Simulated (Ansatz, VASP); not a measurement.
**Two plane-wave programs on Au**

File INCAR:

```
  ALGO = Normal
  EDIFF = 1E-6
  ENCUT = 540
  GGA = CA
  GGA_COMPAT = False
  ISIF = 2
  ISMEAR = -1
  LASPH = True
  LCHARG = False
  LMAXMIX = 4
  LORBIT = 11
  LORBMOM = True
  LREAL = False
  LSORBIT = True
  LWAVE = False
  MAGMOM = 0 0 0
  NBANDS = 30
  NELM = 200
  PREC = Accurate
  SIGMA = 0.05
```

Contents of KPOINTS:

```
k-points
0
Gamma
  11 11 11
```

Contents of POSCAR:

```
Au
1.0
    0.0000000000      2.0213418704      2.0213418704
    2.0213418704      0.0000000000      2.0213418704
    2.0213418704      2.0213418704      0.0000000000
Au
1
Direct
    0.0000000000      0.0000000000      0.0000000000
```

File input.yaml:

```yaml
crystal:
  lattice:
    - [0.0, 2.0213418704, 2.0213418704]
    - [2.0213418704, 0.0, 2.0213418704]
    - [2.0213418704, 2.0213418704, 0.0]
  atoms:
    - { symbol: Au, position: [0.0, 0.0, 0.0] }
hamiltonian:
  xc: lda
  pseudopotentials: { kind: paw_fr }
magnetization:
  noncollinear: true
  spin_orbit: true
kpoints:
  mp_grid: { grid: [11, 11, 11] }
scf:
  occupations: { method: fermi_dirac, width: 0.05 }
output:
  forces: true
  stress: true
  eigenvalues: true
  write_density: true
  write_potential: true
  elf: true
  volumetric_format: npy
```

Alike in both runs: task single point; functional LDA; k mesh 11 × 11 × 11; occupations fermi-dirac, width 0.05 eV; non-collinear spin, spin-orbit coupling.

```csv
,VASP,Ansatz
version,VASP 6.6.1,Ansatz 0.2.0
potentials or method,"VASP PAW LDA potentials, release 64 (Au_sv_GW)",Ansatz PAW
plane-wave cutoff (eV),540,420
valence electrons in the cell,19,19
```

Ansatz gave:

* pressure (GPa): -0.8

Problem. What did VASP give for the same quantities?

Solution. Pressure (GPa): 1.0.

LDA's correlation is that of Perdew and Zunger in VASP and of Perdew and Wang (1992) in Ansatz.
